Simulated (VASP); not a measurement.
The system is Al3BiO.

```xyz
5
Lattice="4.5251 0.0000 0.0000 0.0000 4.5251 0.0000 0.0000 0.0000 4.5254" Properties=species:S:1:pos:R:3 pbc="T T T"
Al    0.0000    2.2626    2.3246
Al    0.0000    0.0000    0.0635
Al    2.2626    0.0000    2.3246
Bi    0.0000    0.0000    2.3288
O     2.2626    2.2626    0.0259
```

```yaml
Program: VASP 6.6.1
Task: relaxation of cell and atoms
Functional: PBE
Potentials_or_basis: VASP PAW PBE potentials, release 64 (Al, Bi_d, O)
Cutoff: 600 eV
k_mesh: 4 × 4 × 4
Occupations: gaussian, width 0.1 eV
Spin: no spin polarisation
```

At the start: pressure 45.6 GPa; volume 18.53 Å³/atom.

**Question.** Where does the relaxation end?

**Answer.** Over 59 steps the energy falls by 3023.3 meV/atom and the volume is 21.05 Å³/atom (+13.6 %); space group P4mm (No. 99, to 0.05 Å).

The path:
```
step  energy change (eV)  largest force (eV/Å)  pressure (GPa)  volume (Å³)
   1              0.0000                0.0985           45.59        92.67
   3             -6.6887                0.0793            1.29       169.07
   5             -6.7193                0.0757            0.25       175.64
   7             -6.7213                0.1148            0.24       175.72
   9             -6.7246                0.1321            0.04       177.10
  11             -6.7274                0.1669           -0.26       179.29
  13             -6.7414                0.2670           -0.42       180.27
  15             -6.8552                0.6452           -1.10       184.20
  17             -7.6607                1.9086           -4.60       200.52
  19             -7.8336                2.4413           -5.44       205.93
  21             -7.8406                2.5692           -5.60       207.36
  23             -7.8412                2.5765           -5.61       207.43
  25             -7.8434                2.6028           -5.64       207.73
  27             -7.8449                2.7131           -5.75       208.91
  29             -7.8484                2.6689           -5.71       208.42
  31             -7.8725                2.6578           -5.73       208.15
  33             -7.9689                2.6147           -5.78       207.07
  35             -8.3534                2.4478           -6.02       202.76
  37             -9.8453                1.8939           -6.88       185.85
  39            -13.6725                2.1290           -5.35       123.91
  41            -13.6784                1.8126           -6.93       130.05
  43            -14.3737                1.6021            0.87       110.44
  45            -14.6013                1.2449            2.49       106.92
  47            -14.9222                1.1475            3.09       102.76
  49            -15.0273                0.4918           -1.01       108.24
  51            -15.0643                0.4095           -0.30       107.06
  53            -15.1022                0.3561            0.17       105.79
  55            -15.1143                0.0972           -0.26       105.93
  57            -15.1157                0.0763            0.09       105.30
  59            -15.1165                0.0374            0.04       105.25
```

Final structure:
```yaml
crystal:
  lattice:
    - [3.95748, 0.00000, 0.00000]
    - [0.00000, 3.95748, 0.00000]
    - [0.00000, 0.00000, 6.72013]
  atoms:
    - { symbol: Al, position: [0.00000, 0.50000, 0.73537] }
    - { symbol: Al, position: [0.00000, 0.00000, 0.99606] }
    - { symbol: Al, position: [0.50000, 0.00000, 0.73537] }
    - { symbol: Bi, position: [0.00000, 0.00000, 0.39707] }
    - { symbol: O, position: [0.50000, 0.50000, 0.69782] }
```
